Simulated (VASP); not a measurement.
Wanted: the native input for a VASP 6.6.1 run.

```yaml
Task: single point
Functional: PBEsol
Potentials_or_basis: VASP PAW PBE potentials, release 64 (W_sv)
Cutoff: 520 eV
k_mesh: 20 × 20 × 20
Occupations: gaussian, width 0.15 eV
Spin: no spin polarisation
Dipole_correction: no
Further_INCAR_settings: ALGO = Normal; EDIFF = 1e-06; NBANDS = 13
```

The structure of W lies in POSCAR:

```
W
1.0
    0.0000000000      1.8676000000      2.0300000000
    1.8676000000      0.0000000000      2.0300000000
    1.8676000000      1.8676000000      0.0000000000
W
1
Direct
    0.0000000000      0.0000000000      0.0000000000
```

This cell differs from its parent crystal: strain -0.080 along x and y, +0.000 along z.

The input as run:

INCAR

```
SYSTEM = W
PREC = Accurate ; ENCUT = 520
EDIFF = 1E-6 ; ISMEAR = 0
SIGMA = 0.15 ; LREAL = .False.
LASPH = .True. ; NELM = 60
ALGO = Normal ; ISIF = 2
LWAVE = .False. ; LCHARG = .True.
GGA = PS ; LELF = .True.
LVHAR = .True. ; NBANDS = 13
```

KPOINTS

```
regular mesh
0
Gamma
  20 20 20
  0 0 0
```

Potentials or basis: VASP PAW PBE potentials, release 64 (W_sv).

Launch:

```bash
$ cat potpaw_PBE.64/W_sv/POTCAR > POTCAR
$ mpirun -np 1 vasp_std > vasp.out
```

It gave:

```
Pressure               : 47.9 GPa
Band gap on the k mesh : zero (band 7 reaches 17.15 eV, above the bottom of band 8 at 11.93 eV)
```

Caveat: the cell differs from its parent crystal (strain -0.080 along x and y, +0.000 along z); the PAW data sets were made with another functional, which shifts forces and pressure a little; spin-orbit coupling is left out, which moves the levels of the heavy elements.

It took 50 s on 1 thread of Intel(R) Xeon(R) Platinum 8559C (Emerald Rapids) (shared host), peak memory 0.22 GiB.
